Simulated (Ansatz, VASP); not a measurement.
Two plane-wave programs on BeB12

```
Be B
1.0
     4.92642    0.00000    0.00000
     0.00000    4.92642    0.00000
     0.00000    0.00000    4.92642
Be B
1 12
Direct
  0.50000 0.50000 0.50000
  0.24895 0.50000 0.00000
  0.75105 0.50000 0.00000
  0.00000 0.24895 0.50000
  0.00000 0.75105 0.50000
  0.50000 0.00000 0.24895
  0.50000 0.00000 0.75105
  0.50000 0.24895 0.00000
  0.50000 0.75105 0.00000
  0.24895 0.00000 0.50000
  0.75105 0.00000 0.50000
  0.00000 0.50000 0.75105
  0.00000 0.50000 0.24895
```

Alike in both runs: functional PBE; k mesh 4 × 4 × 4; occupations gaussian, width 0.1 eV; no spin polarisation.

Ansatz relaxed the structure, and its values are those at the end. VASP's run is a single point on that final structure, the one shown.

|  | VASP | Ansatz |
| --- | --- | --- |
| version | VASP 6.6.1 | Ansatz 0.2.0 |
| potentials or method | VASP PAW PBE potentials, release 64 (Be, B), cutoff 520 eV | scalar-relativistic, plane waves, PAW |
| valence electrons in the cell | 38 | 38 |

|  | VASP | Ansatz | Ansatz less VASP |
| --- | --- | --- | --- |
| gap on the k mesh at the Fermi level (eV) | none | none | - |
| pressure (GPa) | -0.1 | -0.1 | +0.02 |

A gap of «none» marks a metal or a gap that the smearing closes.
